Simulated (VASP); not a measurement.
Runs of VASP 6.6.1 on ZnAu. It takes space group Pm-3m (No. 221, cubic). The conventional cell has a = 3.147 Å, b = 3.147 Å, c = 3.147 Å, α = 90.00°, β = 90.00°, γ = 90.00°. Within 3.6 Å of Zn (site symmetry m-3m) lie 8 Au at 2.73 Å and 6 Zn at 3.15 Å. Au (site symmetry m-3m) has 8 Zn at 2.73 Å and 6 Au at 3.15 Å within 3.6 Å. 

```csv
level,gap on the mesh (eV),pressure (GPa)
revPBE,none,(a)
RPBE,none,8.8
BLYP,none,14.3
PBEsol,none,-2.4
```

Alike in all rows: task single point; potentials or basis VASP PAW PBE potentials, release 64 (Zn, Au); no spin polarisation; cell as given; k mesh 10 × 10 × 10; cutoff (eV) 520; smearing fermi-dirac 0.1 eV.

Problem. Estimate the missing entries.

Solution. (a) 7.7.

Caveats: the PAW data sets were made with another functional, which shifts forces and pressure a little; spin-orbit coupling is left out, which moves the levels of the heavy elements.

A k mesh can miss the band edges, and the runs leave out spin-orbit coupling on Au.

A gap of «none» marks levels without a gap at the run's occupations.
